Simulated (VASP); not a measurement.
Set up this calculation in VASP 6.6.1, as the native input.

- Task: relaxation of cell and atoms
- Functional: PBE
- Potentials or basis: VASP PAW PBE potentials, release 64 (Rb_sv, Sn_d)
- Cutoff: 600 eV
- k mesh: 8 × 8 × 8
- Occupations: gaussian, width 0.1 eV
- Spin: no spin polarisation
- Dipole correction: no
- Further INCAR settings: ALGO = Fast; EDIFF = 1e-06; IBRION = 2; EDIFFG = -0.01; NSW = 100; ISIF = 3

The structure of Rb3Sn lies in POSCAR:

```
Rb3Sn
1.0
    5.9688927441      0.0000000000      0.0000000000
    0.0000000000      5.9688927441      0.0000000000
    0.0000000000      0.0000000000      5.9688927441
Rb Sn
3 1
Direct
    0.0000000000      0.5000000000      0.5000000000
    0.5000000000      0.0000000000      0.5000000000
    0.5000000000      0.5000000000      0.0000000000
    0.0000000000      0.0000000000      0.0000000000
```

One way to write it, as run:

INCAR

```
SYSTEM = Rb3Sn
PREC = Accurate
ENCUT = 600
EDIFF = 1E-6
ISMEAR = 0
SIGMA = 0.1
LREAL = .FALSE.
LASPH = .TRUE.
NELM = 80
ALGO = Fast
ISIF = 3
LWAVE = .FALSE.
LCHARG = .FALSE.
GGA = PE
IBRION = 2
NSW = 100
EDIFFG = -0.01
```

KPOINTS

```
regular mesh
0
G
  8 8 8
  0 0 0
```

Potentials or basis: VASP PAW PBE potentials, release 64 (Rb_sv, Sn_d).

Launch:

```console
$ cat potpaw_PBE.64/Rb_sv/POTCAR potpaw_PBE.64/Sn_d/POTCAR > POTCAR
$ mpirun -np 1 vasp_std > vasp.out
```

Results of the run:

| Quantity | Value |
| --- | --- |
| Relaxed volume | 53.26 Å³/atom |
| Relaxed cell | a = 5.973 Å, b = 5.973 Å, c = 5.973 Å, α = 90.00°, β = 90.00°, γ = 90.00° |
| Space group after relaxing (to 0.1 Å) | Pm-3m (No. 221) |
| Energy gained by relaxing | 0.0 meV/atom |
| Ionic steps | 2 |
| Pressure after relaxing | 0.0 GPa |
| Band gap on the k mesh | zero (an odd number of electrons rules out a gap without spin polarisation) |

Caveat: spin-orbit coupling is left out, which moves the levels of the heavy elements.

Run time: 7 min on 1 thread of Intel(R) Xeon(R) Platinum 8259CL CPU @ 2.50GHz (Skylake/Cascade Lake) (shared host), peak memory 0.47 GiB.
